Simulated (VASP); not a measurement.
A run of VASP 6.6.1 is set up as follows.

Contents of INCAR:

```
PREC = Accurate ; ENCUT = 500
EDIFF = 1E-6 ; ISMEAR = 0
SIGMA = 0.02 ; LREAL = F
LASPH = T ; NELM = 120
ALGO = Normal ; ISIF = 2
LWAVE = F ; LCHARG = F
GGA = PE ; NBANDS = 16
GGA_COMPAT = F
```

The input KPOINTS:

```
Automatic mesh
0
Gamma
  8 8 8
```

The input POSCAR:

```
CdTe
1.0
    0.0000000000      3.3094718653      3.3094718653
    3.3094718653      0.0000000000      3.3094718653
    3.3094718653      3.3094718653      0.0000000000
Cd Te
1 1
Direct
    0.0000000000      0.0000000000      0.0000000000
    0.2500000000      0.2500000000      0.2500000000
```

Potentials or basis: VASP PAW PBE potentials, release 64 (Cd, Te).

Launch:

```console
$ cat potpaw_PBE.64/Cd/POTCAR potpaw_PBE.64/Te/POTCAR > POTCAR
$ mpirun -np 1 vasp_std > vasp.out
```

(1) Predict the pressure.

(2) Predict the band gap on the k mesh.

Results:

(1) 0.1 GPa.

(2) 0.58 eV, direct.

Caveat: spin-orbit coupling is left out, which moves the levels of the heavy elements.
